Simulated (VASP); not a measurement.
Rh:

```xyz
1
Lattice="0.0000 1.9016 1.9016 1.9016 0.0000 1.9016 1.9016 1.9016 0.0000" Properties=species:S:1:pos:R:3 pbc="T T T"
Rh    0.0000    0.0000    0.0000
```

```yaml
Program: VASP 6.6.1
Task: relaxation of cell and atoms
Functional: PBE
Potentials_or_basis: VASP PAW PBE potentials, release 64 (Rh_pv)
Cutoff: 600 eV
k_mesh: 14 × 14 × 14
Occupations: fermi-dirac, width 0.1 eV
Spin: no spin polarisation
```

At the start: pressure 6.1 GPa; volume 13.75 Å³/atom.

Question: Where does the relaxation end?

Answer: Over 3 steps the energy falls by 5.7 meV/atom and the volume is 14.07 Å³/atom (+2.3 %); space group Fm-3m (No. 225, to 0.05 Å).

The path:
| step | energy change (eV) | largest force (eV/Å) | pressure (GPa) | volume (Å³) |
| --- | --- | --- | --- | --- |
| 1 | 0.0000 | 0.0000 | 6.06 | 13.75 |
| 2 | 0.0227 | 0.0000 | -11.55 | 14.81 |
| 3 | -0.0057 | 0.0000 | -0.06 | 14.07 |

Final structure:
```xyz
1
Lattice="0.0000 1.9161 1.9161 1.9161 0.0000 1.9161 1.9161 1.9161 0.0000" Properties=species:S:1:pos:R:3 pbc="T T T"
Rh    0.0000    0.0000    0.0000
```
